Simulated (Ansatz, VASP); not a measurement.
# One calculation of KTaO3, two programs

File INCAR:

```
SYSTEM = KTaO3
  PREC = Accurate
  ENCUT = 600
  EDIFF = 1E-6
  ISMEAR = -1
  SIGMA = 0.05
  LREAL = .FALSE.
  LASPH = .TRUE.
  NELM = 200
  ALGO = Normal
  ISIF = 2
  LWAVE = .FALSE.
  LCHARG = .TRUE.
  LMAXMIX = 4
  LDAU = .TRUE.
  LDAUTYPE = 2
  LDAUL = 2 -1 -1
  LDAUU = 6 0 0
  LDAUJ = 0 0 0
  LDAUPRINT = 1
  GGA = PS
  LELF = .TRUE.
  LVHAR = .TRUE.
  NBANDS = 28
  GGA_COMPAT = .FALSE.
```

The input KPOINTS:

```
regular mesh
0
G
  7 7 7
  0 0 0
```

Contents of POSCAR:

```
KTaO3
1.0
    3.9883000000      0.0000000000      0.0000000000
    0.0000000000      3.9883000000      0.0000000000
    0.0000000000      0.0000000000      3.9883000000
Ta K O
1 1 3
Direct
    0.0000000000      0.0000000000      0.0000000000
    0.5000000000      0.5000000000      0.5000000000
    0.0000000000      0.0000000000      0.5000000000
    0.0000000000      0.5000000000      0.0000000000
    0.5000000000      0.0000000000      0.0000000000
```

The input input.yaml:

```yaml
crystal:
  lattice:
    - [3.9883, 0.0, 0.0]
    - [0.0, 3.9883, 0.0]
    - [0.0, 0.0, 3.9883]
  atoms:
    - { symbol: Ta, position: [0.0, 0.0, 0.0] }
    - { symbol: K, position: [0.5, 0.5, 0.5] }
    - { symbol: O, position: [0.0, 0.0, 0.5] }
    - { symbol: O, position: [0.0, 0.5, 0.0] }
    - { symbol: O, position: [0.5, 0.0, 0.0] }
hamiltonian:
  xc: pbesol
  pseudopotentials: { kind: paw }
  hubbard: { sites: [{ species: Ta, l: d, u_eff: 6.0 }] }
kpoints:
  mp_grid: { grid: [7, 7, 7] }
scf:
  occupations: { method: fermi_dirac, width: 0.05 }
  n_extra_bands: 12
output:
  forces: true
  stress: true
  eigenvalues: true
  dos: { projected: true, de: 0.05, nscf_kmesh: { grid: [11, 11, 11] } }
```

Alike in both runs: functional PBEsol; k mesh 7 × 7 × 7; occupations fermi-dirac, width 0.05 eV; no spin polarisation; Hubbard terms Ta d U = 6.0 eV.

|  | VASP | Ansatz |
| --- | --- | --- |
| version | VASP 6.6.1 | Ansatz 0.2.0 |
| potentials or method | VASP PAW PBE potentials, release 64 (Ta_sv_GW, K_sv, O) | Ansatz PAW |
| plane-wave cutoff (eV) | 600 | 420 |
| valence electrons in the cell | 40 | 40 |
| task | single point | projected density of states |

```tsv
	VASP	Ansatz	Ansatz less VASP
gap on the k mesh at the Fermi level (eV)	3.03	3.00	-0.032
least direct gap on the mesh (eV)	3.68	3.63	-0.046
pressure (GPa)	6.1	1.4	-4.68
```

VASP's potentials were made for PBE, not for PBEsol. The programs project onto different local orbitals, so the same U acts differently, and such runs can settle in different states.

Neither program's run includes spin-orbit coupling. Noted on Ansatz's run: odd divisions of the mesh miss points on the zone boundary, where band edges often lie, so the gap on the mesh can be too wide.
